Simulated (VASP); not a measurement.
Input of a VASP 6.6.1 run:

The input POSCAR:

```
NaF
1.0
    0.0000000000      2.1651503900      2.1651503900
    2.1651503900      0.0000000000      2.1651503900
    2.1651503900      2.1651503900      0.0000000000
Na F
1 1
Direct
    0.0000000000      0.0000000000      0.0000000000
    0.5000000000      0.5000000000      0.5000000000
```

Contents of INCAR.step1:

```
  ALGO = Normal
  EDIFF = 1E-5
  ENCUT = 1250
  GGA = PE
  GGA_COMPAT = False
  ISMEAR = 0
  LASPH = True
  LCHARG = False
  LREAL = False
  LWAVE = True
  NBANDS = 15
  NELM = 120
  PREC = Accurate
  SIGMA = 0.01
```

Contents of INCAR.step2:

```
  ALGO = Normal
  EDIFF = 1E-6
  ENCUT = 1250
  GGA_COMPAT = False
  ISIF = 2
  ISMEAR = 0
  ISTART = 1
  LASPH = True
  LCHARG = False
  LMIXTAU = True
  LREAL = False
  LWAVE = False
  METAGGA = R2SCAN
  NBANDS = 15
  NELM = 120
  PREC = Accurate
  SIGMA = 0.01
```

KPOINTS

```
k-points
0
Gamma
  10 10 10
```

Potentials or basis: VASP PAW PBE potentials, release 64 (Na_sv, F).

The run is started by

```sh
$ cat potpaw_PBE.64/Na_sv/POTCAR potpaw_PBE.64/F/POTCAR > POTCAR
$ cp INCAR.step1 INCAR
$ mpirun -np 1 vasp_std > vasp.out
$ cp INCAR.step2 INCAR
$ mpirun -np 1 vasp_std > vasp.out
```

Problem. What does it give for the band gap on the k mesh?

Solution. 8.43 eV.

Problem. What does it give for the pressure?

Solution. 14.6 GPa.

Caveat: the cell differs from its parent crystal (strain -5.8%); the cell stands under pressure; the PAW data sets were made with another functional, which shifts forces and pressure a little. A k mesh can miss the band edges.
